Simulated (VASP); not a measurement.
Write the native input for VASP 6.6.1 that does the following.

```
Task                   : single point
Functional             : PBE
Potentials or basis    : VASP PAW PBE potentials, release 64 (Mo_sv, S)
Cutoff                 : 520 eV
k mesh                 : 14 × 14 × 7
Occupations            : gaussian, width 0.1 eV
Spin                   : collinear spin
Starting moments       : [2.0, -2.0, 0.0, 0.0] μB
Hubbard terms          : Mo d U = 4.38 eV
Dipole correction      : no
Further INCAR settings : ALGO = Normal; EDIFF = 1e-06; NBANDS = 32
```

The structure of MoS lies in POSCAR:

```
MoS
1.0
    3.1550990695      0.0000000000      0.0000000000
    0.0000000000      3.1550990695      3.1550990695
    0.0000000000      0.0000000000      6.3101981390
Mo S
2 2
Direct
    1.0000000000      1.0000000000      0.0000000000
    1.0000000000      1.0000000000      0.5000000000
    0.5000000000      0.5000000000      0.0000000000
    0.5000000000      0.5000000000      0.5000000000
```

One way to write it, as run:

INCAR

```
  PREC = Accurate
  ENCUT = 520
  EDIFF = 1E-6
  ISMEAR = 0
  SIGMA = 0.1
  LREAL = F
  LASPH = T
  NELM = 150
  ALGO = Normal
  ISIF = 2
  LWAVE = F
  LCHARG = F
  ISPIN = 2
  MAGMOM = 2 -2 0 0
  LORBIT = 11
  LMAXMIX = 4
  LDAU = T
  LDAUTYPE = 2
  LDAUL = 2 -1
  LDAUU = 4.38 0
  LDAUJ = 0 0
  LDAUPRINT = 1
  GGA = PE
  NBANDS = 32
```

KPOINTS

```
regular mesh
0
Gamma
  14 14 7
```

Potentials or basis: VASP PAW PBE potentials, release 64 (Mo_sv, S).

The run is started by

```console
$ cat potpaw_PBE.64/Mo_sv/POTCAR potpaw_PBE.64/S/POTCAR > POTCAR
$ mpirun -np 1 vasp_std > vasp.out
```

Results of the run:

```
Pressure                                              : 4.4 GPa
Band gap on the k mesh                                : zero (filled and empty bands overlap)
Net moment                                            : 0.00 μB per cell
Site moments                                          : Mo +2.90, -2.90; S +0.00 μB
Valence electrons inside the program's atomic spheres : Mo 12.21; S 3.67
```

Caveat: the cell stands under pressure.

Wall time 24 min on 1 thread of Oxide Virtual Turin-like Processor, on a shared host, peak memory 0.52 GiB.
